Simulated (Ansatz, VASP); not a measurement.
**S in VASP and in Ansatz**

INCAR

```
PREC     = Accurate       # precision mode
ENCUT    = 520            # plane-wave cutoff, eV
EDIFF    = 1E-6           # SCF threshold, eV
ISMEAR   = 0              # smearing method
SIGMA    = 0.1            # smearing width, eV
LREAL    = F              # projectors in reciprocal space
LASPH    = T              # aspherical terms in the spheres
NELM     = 100            # most SCF steps
ALGO     = Normal         # electronic algorithm
ISIF     = 2              # what is computed and relaxed
LWAVE    = F              # write WAVECAR
LCHARG   = F              # write CHGCAR
GGA      = PS             # functional
NBANDS   = 9              # bands
```

Contents of KPOINTS:

```
regular mesh
0
Gamma
  10 20 8
```

The input POSCAR:

```
S
1.0
    4.2264251528      0.0000000000      0.0000000000
    0.0000000000      2.0757153410      0.0000000000
   -1.4084584192      0.0000000000      6.2804312806
S
1
Direct
    0.0000000000      0.5000000000      0.5000000000
```

Input for Ansatz:

```yaml
crystal:
  lattice:
    - [4.2264251528, 0.0, 0.0]
    - [0.0, 2.075715341, 0.0]
    - [-1.4084584192, 0.0, 6.2804312806]
  atoms:
    - { symbol: S, position: [0.0, 0.5, 0.5] }
basis:
  ecutwfc: 420
kpoints:
  mp_grid: { grid: [10, 20, 8] }
hamiltonian:
  xc: pbesol
scf:
  occupations: { method: gaussian, width: 0.1 }
output:
  forces: true
  stress: true
  eigenvalues: true
```

Alike in both runs: task single point; functional PBEsol; k mesh 10 × 20 × 8; occupations gaussian, width 0.1 eV; no spin polarisation.

|  | VASP | Ansatz |
| --- | --- | --- |
| version | VASP 6.6.1 | Ansatz 0.2.0 |
| potentials or method | VASP PAW PBE potentials, release 64 (S), cutoff 520 eV | scalar-relativistic, plane waves, PAW |
| valence electrons in the cell | 6 | 6 |

|  | VASP | Ansatz | Ansatz less VASP |
| --- | --- | --- | --- |
| gap on the k mesh at the Fermi level (eV) | none | none | - |
| pressure (GPa) | 0.0 | 0.1 | +0.02 |
| traceless stress, the component that is largest in VASP (GPa) | 0.46 | 0.46 | -0.003 |

VASP's potentials were made for PBE, not for PBEsol. A gap of «none» marks a metal or a gap that the smearing closes.
